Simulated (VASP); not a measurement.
Wanted: the native input for a VASP 6.6.1 run.

| Property | Result |
| --- | --- |
| Task | single point |
| Functional | PBE0 |
| Potentials or basis | VASP PAW PBE potentials, release 64 (Sb) |
| Cutoff | 520 eV |
| k mesh | 5 × 5 × 5 |
| Occupations | fermi-dirac, width 0.05 eV |
| Spin | non-collinear spin, zero start, spin-orbit coupling |
| Starting moments | [[0.0, 0.0, 0.0]] μB |
| Dipole correction | no |
| Grid for exact exchange (PRECFOCK) | Normal |
| Further INCAR settings | ALGO = Normal; EDIFF = 1e-06; NBANDS = 16 |

The system is Sb.

```xyz
1
Lattice="-1.5765 1.5765 2.7119 1.5765 -1.5765 2.7119 1.5765 1.5765 -2.7119" Properties=species:S:1:pos:R:3 pbc="T T T"
Sb    0.0000    0.0000    0.0000
```

These files were run (other wordings do the same):

POSCAR

```
Sb
1.0
   -1.5765401831      1.5765401831      2.7119384313
    1.5765401831     -1.5765401831      2.7119384313
    1.5765401831      1.5765401831     -2.7119384313
Sb
1
Direct
    0.0000000000      0.0000000000      0.0000000000
```

INCAR.step1

```
SYSTEM = Sb
PREC = Accurate
ENCUT = 520
EDIFF = 1E-5
ISMEAR = -1
SIGMA = 0.05
LREAL = .FALSE.
LASPH = .TRUE.
NELM = 150
ALGO = Normal
ISIF = 2
LWAVE = .TRUE.
LCHARG = .FALSE.
MAGMOM = 0 0 0
LORBIT = 11
LSORBIT = .TRUE.
GGA_COMPAT = .FALSE.
LORBMOM = .TRUE.
GGA = PE
NBANDS = 16
```

INCAR.step2

```
SYSTEM = Sb
PREC = Accurate
ENCUT = 520
EDIFF = 1E-6
ISMEAR = -1
SIGMA = 0.05
LREAL = .FALSE.
LASPH = .TRUE.
NELM = 150
ALGO = Normal
ISIF = 2
LWAVE = .FALSE.
LCHARG = .FALSE.
MAGMOM = 0 0 0
LORBIT = 11
LSORBIT = .TRUE.
GGA_COMPAT = .FALSE.
LORBMOM = .TRUE.
GGA = PE
LHFCALC = .TRUE.
AEXX = 0.25
PRECFOCK = Normal
ISTART = 1
NBANDS = 16
```

KPOINTS

```
Automatic mesh
0
G
  5 5 5
  0 0 0
```

Potentials or basis: VASP PAW PBE potentials, release 64 (Sb).

Command:

```bash
$ cat potpaw_PBE.64/Sb/POTCAR > POTCAR
$ cp INCAR.step1 INCAR
$ mpirun -np 1 vasp_ncl > vasp.out
$ cp INCAR.step2 INCAR
$ mpirun -np 1 vasp_ncl > vasp.out
```

Results of the run:

```json
{
 "Pressure": "-1.5 GPa",
 "Net moment": "0.00 μB per cell",
 "Valence electrons inside the program's atomic spheres": "Sb 2.49"
}
```

Caveat: the k points lie up to 0.56 Å⁻¹ apart; the PAW data sets were made with another functional, which shifts forces and pressure a little.

It took 26 min on 1 thread of Intel(R) Xeon(R) Platinum 8488C (Sapphire Rapids), with other jobs on the host, peak memory 0.24 GiB.
